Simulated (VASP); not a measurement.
Mg3CdSe4:

```xyz
8
Lattice="5.7288 0.0000 0.0000 0.0000 5.7288 0.0000 0.0000 0.0000 5.7288" Properties=species:S:1:pos:R:3 pbc="T T T"
Mg    0.0000    2.8644    2.8644
Mg    2.8644    0.0000    2.8644
Mg    2.8644    2.8644    0.0000
Cd    0.0000    0.0000    0.0000
Se    1.4322    1.4322    4.2966
Se    1.4322    4.2966    1.4322
Se    4.2966    1.4322    1.4322
Se    4.2966    4.2966    4.2966
```

```yaml
Program: VASP 6.6.1
Task: relaxation of cell and atoms
Functional: PBE
Potentials_or_basis: VASP PAW PBE potentials, release 64 (Mg, Cd, Se)
Cutoff: 600 eV
k_mesh: 4 × 4 × 4
Occupations: gaussian, width 0.1 eV
Spin: no spin polarisation
```

At the start: pressure 10.7 GPa; volume 23.50 Å³/atom.

Q: Where does the relaxation end?

A: Over 6 steps the energy falls by 130.9 meV/atom and the volume is 27.61 Å³/atom (+17.5 %); space group P-43m (No. 215, to 0.1 Å) before and after.

Step by step:
```
step  energy change (eV)  largest force (eV/Å)  pressure (GPa)  volume (Å³)
   1              0.0000                0.9714           10.71       188.02
   2             -0.9442                0.0730           -2.31       234.10
   3             -1.0355                0.2145           -0.07       221.51
   4             -1.0354                0.2053           -0.22       222.22
   5             -1.0426                0.1253           -0.14       221.70
   6             -1.0470                0.0018           -0.01       220.87
```

Final structure:
```
CELL_PARAMETERS angstrom
6.04479 0.00000 0.00000
0.00000 6.04479 0.00000
0.00000 0.00000 6.04479
ATOMIC_POSITIONS crystal
Mg 0.00000 0.50000 0.50000
Mg 0.50000 0.00000 0.50000
Mg 0.50000 0.50000 0.00000
Cd 0.00000 0.00000 0.00000
Se 0.25611 0.25611 0.74389
Se 0.25611 0.74389 0.25611
Se 0.74389 0.25611 0.25611
Se 0.74389 0.74389 0.74389
```

Caveat: the volume moved by over 15 % at a fixed basis, so the end points are rough.
